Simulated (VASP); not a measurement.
Wanted: the native input for a VASP 6.6.1 run.

```
Task                   : single point
Functional             : PBE
Potentials or basis    : VASP PAW PBE potentials, release 64 (Sc_sv, Mo_sv)
Cutoff                 : 520 eV
k mesh                 : 4 × 4 × 4
Occupations            : gaussian, width 0.1 eV
Spin                   : no spin polarisation
Dipole correction      : no
Further INCAR settings : ALGO = Fast; EDIFF = 1e-06; NBANDS = 57
```

The structure of Sc3Mo lies in POSCAR:

```
Sc3Mo
1.0
    0.0000000000      5.1098502070      5.1098502070
    5.1098502070      0.0000000000      5.1098502070
    5.1098502070      5.1098502070      0.0000000000
Sc Mo
6 2
Direct
    0.7500105907      0.2499894093      0.2499894093
    0.2499894093      0.7500105907      0.2499894093
    0.2499894093      0.7500105907      0.7500105907
    0.7500105907      0.2499894093      0.7500105907
    0.2499894093      0.2499894093      0.7500105907
    0.7500105907      0.7500105907      0.2499894093
    0.0000000000      0.0000000000      0.0000000000
    0.5000000000      0.5000000000      0.5000000000
```

One way to write it, as run:

INCAR

```
SYSTEM = Sc3Mo
PREC     = Accurate       ! precision mode
ENCUT    = 520            ! plane-wave cutoff, eV
EDIFF    = 1E-6           ! SCF threshold, eV
ISMEAR   = 0              ! smearing method
SIGMA    = 0.1            ! smearing width, eV
LREAL    = .False.        ! projectors in reciprocal space
LASPH    = .True.         ! aspherical terms in the spheres
NELM     = 80             ! most SCF steps
ALGO     = Fast           ! electronic algorithm
ISIF     = 2              ! what is computed and relaxed
LWAVE    = .False.        ! write WAVECAR
LCHARG   = .False.        ! write CHGCAR
GGA      = PE             ! functional
NBANDS   = 57             ! bands
```

KPOINTS

```
Automatic mesh
0
Gamma
  4 4 4
  0 0 0
```

Potentials or basis: VASP PAW PBE potentials, release 64 (Sc_sv, Mo_sv).

The run is started by

```console
$ cat potpaw_PBE.64/Sc_sv/POTCAR potpaw_PBE.64/Mo_sv/POTCAR > POTCAR
$ mpirun -np 1 vasp_std > vasp.out
```

Results of the run:

* Pressure: 0.3 GPa
* Band gap on the k mesh: zero (band 47 reaches 2.59 eV, above the bottom of band 48 at 2.28 eV)

Run time: 5.7 min on 1 thread of Intel(R) Xeon(R) 6975P-C (Granite Rapids), with other jobs on the host, peak memory 0.45 GiB.
